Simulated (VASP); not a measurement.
# Zn (I4/mmm) in VASP: further runs, part 3 of 3

VASP 6.6.1.

### Step 5. Single point, PBEsol (normal strain along x -0.0100, normal strain along z +0.0000)

INCAR reads:

```
SYSTEM = Zn
PREC = Accurate
ENCUT = 520
EDIFF = 1E-6
ISMEAR = 0
SIGMA = 0.15
LREAL = .FALSE.
LASPH = .TRUE.
NELM = 100
ALGO = Normal
ISIF = 2
LWAVE = .FALSE.
LCHARG = .FALSE.
GGA = PS
NBANDS = 12
```

KPOINTS reads:

```
Automatic mesh
0
G
  20 20 20
  0 0 0
```

POSCAR reads:

```
Zn
1.0
   -1.5147737563      1.5300745013      1.5300745013
    1.5147737563     -1.5300745013      1.5300745013
    1.5147737563      1.5300745013     -1.5300745013
Zn
1
Direct
    0.0000000000      0.0000000000      0.0000000000
```

Potentials or basis: VASP PAW PBE potentials, release 64 (Zn).

The run is started by

```sh
cat potpaw_PBE.64/Zn/POTCAR > POTCAR
mpirun -np 1 vasp_std > vasp.out
```

OUTCAR:

```text
SYSTEM = Zn
   PREC = Accurate
   ENCUT = 520
   EDIFF = 1E-6
   ISMEAR = 0
   LREAL = .FALSE.
   LASPH = .TRUE.
   NELM = 100
   ISIF = 2
   GGA = PS

 ion  position               nearest neighbor table
   1  0.000  0.000  0.000-

  LATTYP: Found a body centered tetragonal cell.
 ALAT       =     3.0601490026
 C/A-ratio  =     0.9900000000

  Lattice vectors:

 A1 = (  -1.5147737563,   1.5300745013,  -1.5300745013)
 A2 = (  -1.5147737563,  -1.5300745013,   1.5300745013)
 A3 = (   1.5147737563,   1.5300745013,   1.5300745013)

Analysis of symmetry for initial positions (statically):
=====================================================================
 Subroutine PRICEL returns:
 Original cell was already a primitive cell.

 Routine SETGRP: Setting up the symmetry group for a
 body centered tetragonal supercell.

 Subroutine GETGRP returns: Found 16 space group operations
 (whereof 16 operations were pure point group operations)
 out of a pool of 16 trial point group operations.

The static configuration has the point symmetry D_4h.

Analysis of symmetry for dynamics (positions and initial velocities):
[... 171 lines left out ...]
      6      -3.8353      2.00000
      7      23.8615      0.00000
      8      23.8615      0.00000
      9      24.0453      0.00000
     10      24.9917      0.00000
     11      24.9917      0.00000
     12      25.1657      0.00000
[... 331 lines left out ...]
 k-point    24 :       0.1000    0.1000    0.0000
  band No.  band energies     occupation
      1      -6.5454      2.00000
      2      -4.4928      2.00000
      3      -4.4601      2.00000
      4      -4.1532      2.00000
      5      -3.9280      2.00000
      6      -3.8246      2.00000
      7      17.1735      0.00000
      8      17.4432      0.00000
      9      20.1965      0.00000
     10      23.5359      0.00000
     11      24.1820      0.00000
     12      25.9165      0.00000

 [... further k-points ...]

------------------------ aborting loop because EDIFF is reached ----------------------------------------

  FORCE on cell =-STRESS in cart. coord.  units (eV):
  Direction    XX          YY          ZZ          XY          YZ          ZX
  --------------------------------------------------------------------------------------
  -------------------------------------------------------------------------------------
  Total        0.0666547      0.1101591      0.1101591     -0.0000000      0.0000000      0.0000000
  in kB        7.5285011     12.4422289     12.4422289     -0.0000000      0.0000000      0.0000000
  external PRESSURE =      10.8043196 kB  Pullay stress =       0.0000000 kB

 VOLUME and BASIS-vectors are now :
 -----------------------------------------------------------------------------
  energy-cutoff  :      520.00
  volume of cell :       14.19
      direct lattice vectors                 reciprocal lattice vectors
    -1.514773756  1.530074501  1.530074501     0.000000000  0.326781473  0.326781473
     1.514773756 -1.530074501  1.530074501     0.330082296  0.000000000  0.326781473
     1.514773756  1.530074501 -1.530074501     0.330082296  0.326781473  0.000000000

 POSITION                                       TOTAL-FORCE (eV/Angst)
 -----------------------------------------------------------------------------------
      0.00000      0.00000      0.00000         0.000000      0.000000      0.000000
 -----------------------------------------------------------------------------------
    total drift:                                0.000000      0.000000      0.000000

  FREE ENERGIE OF THE ION-ELECTRON SYSTEM (eV)
  ---------------------------------------------------
  free  energy   TOTEN  =        -1.4951505563 eV

  energy  without entropy=       -1.4920880374  energy(sigma->0) =       -1.49361930
```

stdout:

```text
POSCAR found type information on POSCAR Zn
 POSCAR found :  1 types and       1 ions
 scaLAPACK will be used
 -----------------------------------------------------------------------------
|                                                                             |
|                                                                             |
|     You enforced a specific xc type in the INCAR file but a different       |
|     I HOPE YOU KNOW WHAT YOU ARE DOING!                                     |
|                                                                             |
 -----------------------------------------------------------------------------

 LDA part: xc-table for (Slater+PW92), standard interpolation
 POSCAR, INCAR and KPOINTS ok, starting setup
 FFT: planning ... GRIDC
 FFT: planning ... GRID_SOFT
 FFT: planning ... GRID
 WAVECAR not read
 entering main loop
```

Wall time 31 s (1 thread of Intel Xeon 6975P-C (Granite Rapids), shared host); peak memory 0.21 GiB.

Results:

| Quantity | Value |
| --- | --- |
| Free energy | -1.4952 eV |
| Pressure | 1.1 GPa |
| Band gap on the k mesh | zero (band 6 reaches 7.75 eV, above the bottom of band 7 at 2.64 eV) |

Stress tensor (GPa, compression positive):
```
0.75 0.00 0.00
0.00 1.24 0.00
0.00 0.00 1.24
```

Levels at points of the mesh, in eV from the Fermi level:
```csv
k point,band 3,band 4,band 5,band 6,band 7,band 8,band 9,band 10
"(0.00, 0.00, 0.00)",-8.06,-8.06,-7.50,-7.48,20.22,20.22,20.40,21.35
"(0.50, 0.00, 0.00)",-7.53,-7.45,-7.10,-3.15,-1.00,12.03,13.33,16.05
"(0.00, 0.50, 0.00)",-7.51,-7.44,-7.10,-3.09,-0.90,11.80,13.06,15.82
"(0.50, 0.50, 0.50)",-7.19,-7.19,-7.19,4.11,4.11,4.43,8.32,8.70
```

Caveat: the cell differs from its parent crystal (normal strain along x -0.0100, normal strain along z +0.0000); the PAW data sets were made with another functional, which shifts forces and pressure a little.

### Step 6. Single point, PBEsol (normal strain along x +0.0000, normal strain along z +0.0100)

INCAR reads:

```
  PREC = Accurate
  ENCUT = 520
  EDIFF = 1E-6
  ISMEAR = 0
  SIGMA = 0.15
  LREAL = F
  LASPH = T
  NELM = 80
  ALGO = Normal
  ISIF = 2
  LWAVE = F
  LCHARG = T
  GGA = PS
  LELF = T
  LVHAR = T
  NBANDS = 12
```

KPOINTS reads:

```
regular mesh
0
Gamma
  20 20 20
```

POSCAR reads:

```
Zn
1.0
   -1.5300745013      1.5300745013      1.5453752463
    1.5300745013     -1.5300745013      1.5453752463
    1.5300745013      1.5300745013     -1.5453752463
Zn
1
Direct
    0.0000000000      0.0000000000      0.0000000000
```

Potentials or basis: VASP PAW PBE potentials, release 64 (Zn).

The run is started by

```sh
cat potpaw_PBE.64/Zn/POTCAR > POTCAR
mpirun -np 1 vasp_std > vasp.out
```

Run time: 32 s. Hardware: 1 thread of Intel Xeon 6975P-C (Granite Rapids), shared host; peak memory 0.21 GiB.

It converged, with:

- Free energy: -1.4956 eV
- Pressure: -0.5 GPa
- Band gap on the k mesh: zero (band 6 reaches 7.46 eV, above the bottom of band 7 at 2.48 eV)

Stress tensor (GPa, compression positive):
```
-0.68  0.00  0.00
 0.00 -0.68  0.00
 0.00  0.00 -0.13
```

Levels at points of the mesh, in eV from the Fermi level:
| k point | band 3 | band 4 | band 5 | band 6 | band 7 | band 8 | band 9 | band 10 |
| --- | --- | --- | --- | --- | --- | --- | --- | --- |
| (0.00, 0.00, 0.00) | -8.00 | -7.98 | -7.44 | -7.42 | 19.86 | 19.99 | 19.99 | 21.10 |
| (0.50, 0.00, 0.00) | -7.46 | -7.39 | -7.05 | -3.03 | -0.99 | 11.80 | 13.12 | 15.81 |
| (0.50, 0.50, 0.00) | -7.44 | -7.38 | -7.05 | -2.97 | -0.88 | 11.57 | 12.86 | 15.58 |
| (0.50, 0.50, 0.50) | -7.14 | -7.14 | -7.14 | 3.99 | 4.30 | 4.30 | 8.09 | 8.70 |

Caveat: the cell differs from its parent crystal (normal strain along x +0.0000, normal strain along z +0.0100); the PAW data sets were made with another functional, which shifts forces and pressure a little.

### Step 7. The runs side by side

| cell | gap on the mesh (eV) | pressure (GPa) |
| --- | --- | --- |
| a = 2.624 Å, angles 111.1, 108.7, 108.7°, 1 atom | none | 3.0 |
| a = 2.633 Å, angles 110.6, 108.9, 108.9°, 1 atom | none | 2.0 |
| a = 2.633 Å, angles 109.7, 108.9, 109.7°, 1 atom | none | 2.0 |
| a = 2.641 Å, angles 110.0, 109.2, 109.2°, 1 atom | none | 1.1 |
| a = 2.659 Å, angles 109.7, 109.7, 108.9°, 1 atom | none | -0.5 |

Alike in all rows: task single point; level PBEsol; potentials or basis VASP PAW PBE potentials, release 64 (Zn); no spin polarisation; k mesh 20 × 20 × 20; cutoff (eV) 520; smearing gaussian 0.15 eV.

Caveats: the PAW data sets were made with another functional, which shifts forces and pressure a little.

Total energies depend on the potentials used, so only differences within one code and one set of settings carry meaning.
